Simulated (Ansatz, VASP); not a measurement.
# One calculation of TiO2, two programs

```
Ti O
1.0
     4.60300    0.00000    0.00000
     0.00000    4.60300    0.00000
     0.00000    0.00000    2.96600
Ti O
2 4
Direct
  0.00000 0.00000 0.00000
  0.50000 0.50000 0.50000
  0.30450 0.30450 0.00000
  0.19550 0.80450 0.50000
  0.69550 0.69550 0.00000
  0.80450 0.19550 0.50000
```

Alike in both runs: task single point; functional PBE; k mesh 5 × 5 × 7; occupations gaussian, width 0.1 eV; collinear spin; Hubbard terms Ti d U = 3.0 eV.

```csv
,VASP,Ansatz
version,VASP 6.6.1,Ansatz 0.2.0
potentials or method,"VASP PAW PBE potentials, release 64 (Ti_sv, O), cutoff 520 eV","PAW, plane waves, scalar-relativistic"
valence electrons in the cell,48,48
```

```tsv
	VASP	Ansatz	Ansatz less VASP
pressure (GPa)	9.5	5.9	-3.58
traceless stress, the component that is largest in VASP (GPa)	1.77	1.27	-0.498
rms of the force components (eV/Å)	0.052	0.003	-0.0489
net moment per atom (μB)	0.00	0.00	0.000
```

The programs project onto different local orbitals, so the same U acts differently, and such runs can settle in different states. Atom by atom the forces differ by 0.056 eV/Å (rms over components). Ansatz's warnings: seeded moment not kept.
